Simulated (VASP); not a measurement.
# FeAgSe2 (R-3m) in VASP: single point with PBE

Aim: the single point of FeAgSe2 with PBE.

Everything below comes from runs of VASP 6.6.1. Logs are shortened: lines on timing, memory, paths and dates and some standing lists are left out, and cuts for length are marked.

### Step 1. The cell of the first run

The structure is trigonal, space group R-3m (No. 166). The conventional cell has a = 3.899 Å, b = 3.899 Å, c = 21.230 Å, α = 90.00°, β = 90.00°, γ = 120.00°. Ag (site symmetry -3m) has 6 Se at 3.09 Å and 6 Ag at 3.90 Å within 4.1 Å. Within 3.5 Å of Fe (site symmetry -3m) lie 6 Se at 2.66 Å. Within 3.5 Å of Se (site symmetry 3m) lie 3 Fe at 2.66 Å and 3 Ag at 3.09 Å.

### Step 2. Single point, PBE, collinear spin, ferromagnetic start

The input, INCAR:

```
SYSTEM = FeAgSe2
  ALGO = Normal
  EDIFF = 1E-7
  ENCUT = 520
  GGA = PE
  ISIF = 2
  ISMEAR = 0
  ISPIN = 2
  LASPH = .TRUE.
  LCHARG = .FALSE.
  LMAXMIX = 4
  LORBIT = 11
  LREAL = .FALSE.
  LWAVE = .FALSE.
  MAGMOM = 0 5 0 0
  NBANDS = 28
  NELM = 150
  PREC = Accurate
  SIGMA = 0.05
```

The input, KPOINTS:

```
k-points
0
G
  6 6 6
  0 0 0
```

The input, POSCAR:

```
FeAgSe2
1.0
    1.9492846900      1.1254200400      7.0766472500
   -1.9492846900      1.1254200400      7.0766472500
    0.0000000000     -2.2508400800      7.0766472500
Ag Fe Se
1 1 2
Direct
    0.5000000000      0.5000000000      0.5000000000
    0.0000000000      0.0000000000      0.0000000000
    0.2667000000      0.2667000000      0.2667000000
    0.7333000000      0.7333000000      0.7333000000
```

Potentials or basis: VASP PAW PBE potentials, release 64 (Ag, Fe, Se).

On the command line:

```
cat potpaw_PBE.64/Ag/POTCAR potpaw_PBE.64/Fe/POTCAR potpaw_PBE.64/Se/POTCAR > POTCAR
mpirun -np 1 vasp_std > vasp.out
```

OUTCAR:

```text
SYSTEM = FeAgSe2
   EDIFF = 1E-7
   ENCUT = 520
   GGA = PE
   ISIF = 2
   ISMEAR = 0
   ISPIN = 2
   LASPH = .TRUE.
   LORBIT = 11
   LREAL = .FALSE.
   NELM = 150
   PREC = Accurate

 ion  position               nearest neighbor table
   1  0.500  0.500  0.500-   3 3.09   4 3.09   3 3.09   3 3.09   4 3.09   4 3.09
   2  0.000  0.000  0.000-   4 2.66   3 2.66   4 2.66   4 2.66   3 2.66   3 2.66
   3  0.267  0.267  0.267-   2 2.66   2 2.66   2 2.66   1 3.09   1 3.09   1 3.09
   4  0.733  0.733  0.733-   2 2.66   2 2.66   2 2.66   1 3.09   1 3.09   1 3.09

  LATTYP: Found a trigonal (rhomboedric) cell.
 ALAT       =     7.4259825862
 COS(alpha) =     0.8621925534

  Lattice vectors:

 A1 = (   1.9492846900,   1.1254200400,   7.0766472500)
 A2 = (  -1.9492846900,   1.1254200400,   7.0766472500)
 A3 = (   0.0000000000,  -2.2508400800,   7.0766472500)

Analysis of symmetry for initial positions (statically):
=====================================================================
 Subroutine PRICEL returns:
 Original cell was already a primitive cell.

 Routine SETGRP: Setting up the symmetry group for a
 trigonal (rhombohedral) supercell.

 Subroutine GETGRP returns: Found 12 space group operations
 (whereof 12 operations were pure point group operations)
 out of a pool of 12 trial point group operations.

The static configuration has the point symmetry D_3d.

Analysis of symmetry for dynamics (positions and initial velocities):
=====================================================================
 Subroutine PRICEL returns:
 Original cell was already a primitive cell.

 Routine SETGRP: Setting up the symmetry group for a
 trigonal (rhombohedral) supercell.

 Subroutine GETGRP returns: Found 12 space group operations
 (whereof 12 operations were pure point group operations)
 out of a pool of 12 trial point group operations.

The dynamic configuration has the point symmetry D_3d.

Analysis of structural, dynamic, and magnetic symmetry:
=====================================================================
 Subroutine PRICEL returns:
 Original cell was already a primitive cell.

 Routine SETGRP: Setting up the symmetry group for a
 trigonal (rhombohedral) supercell.

 Subroutine GETGRP returns: Found 12 space group operations
 (whereof 12 operations were pure point group operations)
 out of a pool of 12 trial point group operations.

The overall configuration has the point symmetry D_3d.

 Subroutine INISYM returns: Found 12 space group operations
 (whereof 12 operations are pure point group operations),
 and found     1 'primitive' translations

----------------------------------------------------------------------------------------

                                     Primitive cell

  volume of cell :      93.1470

  direct lattice vectors                    reciprocal lattice vectors
     1.949284690  1.125420040  7.076647250     0.256504349  0.148092855  0.047103285
    -1.949284690  1.125420040  7.076647250    -0.256504349  0.148092855  0.047103285
     0.000000000 -2.250840080  7.076647250     0.000000000 -0.296185710  0.047103285

  length of vectors
     7.425982586  7.425982586  7.425982586     0.299907809  0.299907809  0.299907809

  position of ions in fractional coordinates (direct lattice)
     0.500000000  0.500000000  0.500000000
     0.000000000  0.000000000  0.000000000
     0.266700000  0.266700000  0.266700000
     0.733300000  0.733300000  0.733300000

  ion indices of the primitive-cell ions
   primitive index   ion index
                 1           1
                 2           2
                 3           3
                 4           4

----------------------------------------------------------------------------------------

 KPOINTS: k-points

Automatic generation of k-mesh.
 Grid dimensions read from file:
 generate k-points for:    6    6    6

 Generating k-lattice:

  Cartesian coordinates                     Fractional coordinates (reciprocal lattice)
     0.042750725  0.024682142  0.007850548     0.166666667 -0.000000000 -0.000000000
    -0.042750725  0.024682142  0.007850548    -0.000000000  0.166666667 -0.000000000
     0.000000000 -0.049364285  0.007850548    -0.000000000 -0.000000000  0.166666667

  Length of vectors
     0.049984635  0.049984635  0.049984635

  Shift w.r.t. Gamma in fractional coordinates (k-lattice)
     0.000000000  0.000000000  0.000000000

 Subroutine IBZKPT returns following result:
 ===========================================

 Found     32 irreducible k-points:

 Following reciprocal coordinates:
            Coordinates               Weight
  0.000000  0.000000  0.000000      1.000000
  0.166667 -0.000000  0.000000      6.000000
  0.333333 -0.000000  0.000000      6.000000
  0.500000  0.000000  0.000000      3.000000
  0.166667  0.166667  0.000000      6.000000
  0.333333  0.166667 -0.000000     12.000000
[... 16 lines left out ...]
  0.500000  0.500000  0.166667      6.000000
 -0.333333  0.500000  0.166667     12.000000
 [... further k-points ...]
   k-points           NKPTS =     32   k-points in BZ     NKDIM =     32   number of bands    NBANDS=     28
   number of dos      NEDOS =    301   number of ions     NIONS =      4
   total plane-waves  NPLWV = 175616
   dimension x,y,z NGX =    56 NGY =   56 NGZ =   56
   dimension x,y,z NGXF=   112 NGYF=  112 NGZF=  112
   ions per type =               1   1   2
   NGX,Y,Z   is equivalent  to a cutoff of  12.54, 12.54, 12.54 a.u.
   NGXF,Y,Z  is equivalent  to a cutoff of  25.07, 25.07, 25.07 a.u.
 SYSTEM =  FeAgSe2
   PREC   = accura    normal or accurate (medium, high low for compatibility)
   ISTART =      0    job   : 0-new  1-cont  2-samecut
   ICHARG =      2    charge: 1-file 2-atom 10-const
   ISPIN  =      2    spin polarized calculation?
   LNONCOLLINEAR =      F non collinear calculations
   LSORBIT =      F    spin-orbit coupling
   LASPH  =      T    aspherical Exc in radial PAW
   ENCUT  =  520.0 eV  38.22 Ry    6.18 a.u.  13.81 13.81 13.81*2*pi/ulx,y,z
   NELM   =    150;   NELMIN=  2; NELMDL= -5     # of ELM steps
   EDIFF  = 0.1E-06   stopping-criterion for ELM
   LREAL  =      F    real-space projection
   EDIFFG = 0.1E-05   stopping-criterion for IOM
   NSW    =      0    number of steps for IOM
   IBRION =     -1    ionic relax: 0-MD 1-quasi-New 2-CG
   NFREE  =      0    steps in history (QN), initial steepest desc. (CG)
   ISIF   =      2    stress and relaxation
   ISYM   =      2    0-nonsym 1-usesym 2-fastsym
   POTIM  = 0.5000    time-step for ionic-motion
   TEBEG  =    0.0;   TEEND  =   0.0 temperature during run
   PSTRESS=    0.0 pullay stress
   NELECT =      31.0000    total number of electrons
   NUPDOWN=      -1.0000    fix difference up-down
   EMIN   =  10.00;   EMAX   =-10.00  energy-range for DOS
   EFERMI =   0.00;   METHOD = LEGACY
   ISMEAR =     0;   SIGMA  =   0.05  broadening in eV -4-tet -1-fermi 0-gaus
   EFERMI_NEDOS =   21; number of points for ismear=-14 and -15
   IALGO  =     38    algorithm
   IMIX   =      4    mixing-type and parameters
     AMIX     =   0.40;   BMIX     =  1.00
     AMIX_MAG =   1.60;   BMIX_MAG =  1.00
  volume/ion in A,a.u.               =      23.29       157.15
  Fermi-wavevector in a.u.,A,eV,Ry     =   1.134503  2.143901 17.512033  1.287098
  Thomas-Fermi vector in A             =   2.271207
   LORBIT       =     11    0 simple, 1 ext, 2 COOP (PROOUT), +10 PAW based schemes
   GGA     = PE    functional components
   LHFCALC =     F    Hartree Fock is set to
   AEXX    =    0.0000 exact exchange contribution
   IVDW    =     0    specifies the selected vdW correction
   LEPSILON=     F    determine dielectric tensor
   LRPA    =     F    only Hartree local field effects (RPA)
 spin polarized calculation
 Gauss-broadening in eV      SIGMA  =   0.05
  energy-cutoff  :      520.00
  volume of cell :       93.15
 maximum number of plane-waves:      2525
   NGX = 27   NGY = 27   NGZ = 27

 number of electron      30.9999998 magnetization       3.4048754

 Free energy of the ion-electron system (eV)
  ---------------------------------------------------
  ext. energy  EPLUGINS =         0.00000000
  ---------------------------------------------------
  free energy    TOTEN  =       -17.70932146 eV

  energy without entropy =      -17.70331666  energy(sigma->0) =      -17.70631906

 E-fermi :   3.3880     XC(G=0):  -9.7671

 val. band max:        3.3525539093   @ k =   0.5000   0.3333  -0.0000
 cond. band min:       3.3891620727   @ k =  -0.3333   0.3333   0.1667
 fundamental gap:      0.0366081634
 Fermi energy:         3.3879549276

 spin component 1

 k-point     1 :       0.0000    0.0000    0.0000
  band No.  band energies     occupation
      1     -10.0475      1.00000
      2      -9.0405      1.00000
      3      -1.9560      1.00000
      4      -0.7092      1.00000
      5      -0.7092      1.00000
      6      -0.1799      1.00000
[... 19 lines left out ...]
     26      12.7839      0.00000
     27      13.3551      0.00000
[... 667 lines left out ...]
      5      -0.7792      1.00000
      6      -0.5365      1.00000
[... 19 lines left out ...]
     26      12.5139      0.00000
     27      13.8408      0.00000

 [... further k-points ...]

 spin component 2

 k-point     1 :       0.0000    0.0000    0.0000
  band No.  band energies     occupation
      1      -9.9923      1.00000
      2      -9.0140      1.00000
      3      -1.6478      1.00000
      4      -0.2382      1.00000
      5      -0.2382      1.00000
      6      -0.0517      1.00000
[... 19 lines left out ...]
     26      13.0791      0.00000
     27      13.7331      0.00000
[... 667 lines left out ...]
      5      -0.4702      1.00000
      6      -0.3389      1.00000
[... 19 lines left out ...]
     26      12.7875      0.00000
     27      14.2641      0.00000

 [... further k-points ...]

 [bands above 27 left out]

------------------------ aborting loop because EDIFF is reached ----------------------------------------

  FORCE on cell =-STRESS in cart. coord.  units (eV):
  Direction    XX          YY          ZZ          XY          YZ          ZX
  --------------------------------------------------------------------------------------
  -------------------------------------------------------------------------------------
  Total       -4.9229761     -4.9229761     -4.2304608     -0.0000000      0.0000000     -0.0000000
  in kB      -84.6778063    -84.6778062    -72.7661742     -0.0000000      0.0000000     -0.0000000
  external PRESSURE =     -80.7072623 kB  Pullay stress =       0.0000000 kB

 VOLUME and BASIS-vectors are now :
 -----------------------------------------------------------------------------
  energy-cutoff  :      520.00
  volume of cell :       93.15
      direct lattice vectors                 reciprocal lattice vectors
     1.949284690  1.125420040  7.076647250     0.256504349  0.148092855  0.047103285
    -1.949284690  1.125420040  7.076647250    -0.256504349  0.148092855  0.047103285
     0.000000000 -2.250840080  7.076647250     0.000000000 -0.296185710  0.047103285

 POSITION                                       TOTAL-FORCE (eV/Angst)
 -----------------------------------------------------------------------------------
      0.00000      0.00000     10.61497         0.000000     -0.000000     -0.000000
      0.00000      0.00000      0.00000        -0.000000      0.000000      0.000000
      0.00000      0.00000      5.66203        -0.000000      0.000000     -0.073978
      0.00000      0.00000     15.56792        -0.000000      0.000000      0.073978
 -----------------------------------------------------------------------------------
    total drift:                               -0.000000     -0.000000      0.000000

  FREE ENERGIE OF THE ION-ELECTRON SYSTEM (eV)
  ---------------------------------------------------
  free  energy   TOTEN  =       -17.7093214634 eV

  energy  without entropy=      -17.7033166594  energy(sigma->0) =      -17.70631906

 total charge

# of ion       s       p       d       tot
------------------------------------------
    1        0.236   0.112   9.287   9.636
    2        0.324   0.310   6.005   6.639
    3        1.472   2.244   0.026   3.743
    4        1.472   2.244   0.026   3.743
--------------------------------------------------
tot          3.505   4.911  15.345  23.761

 magnetization (x)

# of ion       s       p       d       tot
------------------------------------------
    1        0.031   0.013  -0.023   0.021
    2        0.027   0.032   3.093   3.152
    3        0.011   0.001   0.002   0.015
    4        0.011   0.001   0.002   0.015
--------------------------------------------------
tot          0.080   0.048   3.074   3.202
```

It took 16 min on 1 thread of Oxide Virtual Turin-like, shared host; peak memory 0.61 GiB.

Results:

```yaml
Free_energy: -17.7093 eV
Pressure: -8.1 GPa
Largest_force: 0.074 eV/Å
Net_moment: 3.40 μB per cell
Site_moments: Ag +0.02; Fe +3.15; Se +0.01 μB
Valence_electrons_inside_the_program's_atomic_spheres: Ag 9.64; Fe 6.64; Se 3.74
```

Forces on the atoms (eV/Å):
```
Ag   0.000  0.000  0.000
Fe   0.000  0.000  0.000
Se   0.000  0.000 -0.074
Se   0.000  0.000  0.074
```

Caveat: a cell with one magnetic atom can't hold antiferromagnetic order, which such compounds often take. With open d or f shells a metallic result of PBE can be an artefact of self-interaction; +U or a hybrid may open a gap.
